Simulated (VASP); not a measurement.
GaN, 2 atoms in the cell. It takes space group I-4m2 (No. 119, tetragonal). The conventional cell has a = 3.181 Å, b = 3.181 Å, c = 4.521 Å, α = 90.00°, β = 90.00°, γ = 90.00°. Within 2.6 Å of Ga (site symmetry -4m2) lie 4 N at 1.95 Å. Within 2.6 Å of N (site symmetry -4m2) lie 4 Ga at 1.95 Å.  This cell differs from its parent crystal: z stretched by +0.5 %, x and y held.

```yaml
Program: VASP 6.6.1
Task: single point
Functional: PBEsol
Potentials_or_basis: VASP PAW PBE potentials, release 64 (Ga_d, N)
Cutoff: 520 eV
k_mesh: 8 × 8 × 8
Occupations: gaussian, width 0.01 eV
Spin: non-collinear spin, zero start, spin-orbit coupling
Starting_moments: "[[0.0, 0.0, 0.0], [0.0, 0.0, 0.0]] μB"
Dipole_correction: no
Further_INCAR_settings: ALGO = Normal; EDIFF = 1e-07; NBANDS = 30
```

Potentials or basis: VASP PAW PBE potentials, release 64 (Ga_d, N).

The run is started by

```bash
$ cat potpaw_PBE.64/Ga_d/POTCAR potpaw_PBE.64/N/POTCAR > POTCAR
$ mpirun -np 1 vasp_ncl > vasp.out
```

Hardware: 1 thread of Intel(R) Xeon(R) 6975P-C (Granite Rapids), on a shared host.

Q: How long does it take, and how much memory?

A: Run time: 49 s on 1 thread of Intel(R) Xeon(R) 6975P-C (Granite Rapids), with other jobs on the host, peak memory 0.25 GiB. Counts: scf iterations 16, k points 87.
